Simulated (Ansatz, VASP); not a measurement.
GaN: VASP beside Ansatz

```
CELL_PARAMETERS angstrom
0.00000 2.25350 2.25350
2.25350 0.00000 2.25350
2.25350 2.25350 0.00000
ATOMIC_POSITIONS crystal
Ga 0.98078 0.98078 0.98078
N 0.75000 0.75000 0.75000
```

Change from the starting cell: all Ga atoms moved +0.150 Å, as atom 1 towards its neighbour atom 2 (N) at 1.952 Å.

Alike in both runs: task single point; functional PBE; k mesh 10 × 10 × 10; occupations gaussian, width 0.05 eV; no spin polarisation.

|  | VASP | Ansatz |
| --- | --- | --- |
| version | VASP 6.6.1 | Ansatz 0.2.0 |
| potentials or method | VASP PAW PBE potentials, release 64 (Ga_d, N), cutoff 520 eV | scalar-relativistic, plane waves, PAW |
| valence electrons in the cell | 18 | 18 |

|  | VASP | Ansatz | Ansatz less VASP |
| --- | --- | --- | --- |
| gap on the k mesh at the Fermi level (eV) | 1.57 | 1.56 | -0.005 |
| least direct gap on the mesh (eV) | 1.57 | 1.56 | -0.005 |
| pressure (GPa) | 7.9 | 8.0 | +0.05 |
| traceless stress, the component that is largest in VASP (GPa) | 7.52 | 7.73 | +0.210 |
| rms of the force components (eV/Å) | 1.536 | 1.566 | +0.0298 |

Atom by atom the forces differ by 0.030 eV/Å (rms over components).
